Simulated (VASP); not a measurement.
CsBH3:

```
CELL_PARAMETERS angstrom
4.08526 0.00000 0.00000
0.00000 4.08526 0.00000
0.00000 0.00000 4.08526
ATOMIC_POSITIONS crystal
Cs 0.50000 0.50000 0.50000
B 0.00000 0.00000 0.00000
H 0.50000 0.00000 0.00000
H 0.00000 0.50000 0.00000
H 0.00000 0.00000 0.50000
```

* Program: VASP 6.6.1
* Task: relaxation of cell and atoms
* Functional: PBE
* Potentials or basis: VASP PAW PBE potentials, release 64 (Cs_sv, B, H)
* Cutoff: 600 eV
* k mesh: 4 × 4 × 4
* Occupations: gaussian, width 0.1 eV
* Spin: no spin polarisation

At the start: pressure -7.2 GPa; volume 13.64 Å³/atom.

**Question.** Where does the relaxation end?

**Answer.** Over 4 steps the energy falls by 77.8 meV/atom and the volume is 10.85 Å³/atom (-20.5 %); space group Pm-3m (No. 221, to 0.1 Å) before and after.

Step by step:
```csv
step,energy change (eV),largest force (eV/Å),pressure (GPa),volume (Å³)
1,0.0000,0.0000,-7.16,68.18
2,-0.2385,0.0000,-5.58,62.34
3,-0.3786,0.0000,-1.77,56.49
4,-0.3888,0.0000,0.38,54.24
```

Final structure:
```cif
data_structure
_symmetry_space_group_name_H-M 'P 1'
_symmetry_Int_Tables_number 1
_cell_length_a 3.7853
_cell_length_b 3.7853
_cell_length_c 3.7853
_cell_angle_alpha 90.000
_cell_angle_beta 90.000
_cell_angle_gamma 90.000
_cell_volume 54.24
loop_
_atom_site_label
_atom_site_type_symbol
_atom_site_fract_x
_atom_site_fract_y
_atom_site_fract_z
_atom_site_occupancy
Cs1 Cs 0.50000 0.50000 0.50000 1
B1 B 0.00000 0.00000 0.00000 1
H1 H 0.50000 0.00000 0.00000 1
H2 H 0.00000 0.50000 0.00000 1
H3 H 0.00000 0.00000 0.50000 1
```

Caveat: the k points lie up to 0.41 Å⁻¹ apart in the final cell, too coarse for converged energies and pressures of a metal; the volume moved by over 15 % at a fixed basis, so the end points are rough.
